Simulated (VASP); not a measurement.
A run of VASP 6.6.1 is set up as follows.

Contents of INCAR:

```
SYSTEM = TiAgHg2
  PREC = Accurate
  ENCUT = 600
  EDIFF = 1E-7
  ISMEAR = -1
  SIGMA = 0.15
  LREAL = .False.
  LASPH = .True.
  NELM = 100
  ALGO = Fast
  ISIF = 3
  LWAVE = .False.
  LCHARG = .False.
  GGA = CA
  IBRION = 2
  NSW = 80
  EDIFFG = -0.001
```

File KPOINTS:

```
regular mesh
0
Gamma
  10 10 10
  0 0 0
```

POSCAR

```
TiAgHg2
1.0
    4.6490739902      0.0000000000      0.0000000000
    0.0000000000      4.6490739902      0.0000000000
    0.0000000000      0.0000000000      3.3117516743
Ti Ag Hg
1 1 2
Direct
    0.5000000000      0.5000000000      0.0000000000
    0.0000000000      0.0000000000      0.0000000000
    0.0000000000      0.5000000000      0.5000000000
    0.5000000000      0.0000000000      0.5000000000
```

Potentials or basis: VASP PAW LDA potentials, release 64 (Ti_sv, Ag, Hg).

Run with:

```sh
$ cat potpaw_LDA.64/Ti_sv/POTCAR potpaw_LDA.64/Ag/POTCAR potpaw_LDA.64/Hg/POTCAR > POTCAR
$ mpirun -np 1 vasp_std > vasp.out
```

(1) Estimate the relaxed cell.

(2) Estimate the relaxed volume.

(3) What does it give for the space group after relaxing (to 0.1 Å)?

Answers

(1) a = 4.692 Å, b = 4.692 Å, c = 3.282 Å, α = 90.00°, β = 90.00°, γ = 90.00°.

(2) 18.07 Å³/atom.

(3) P4/mmm (No. 123).
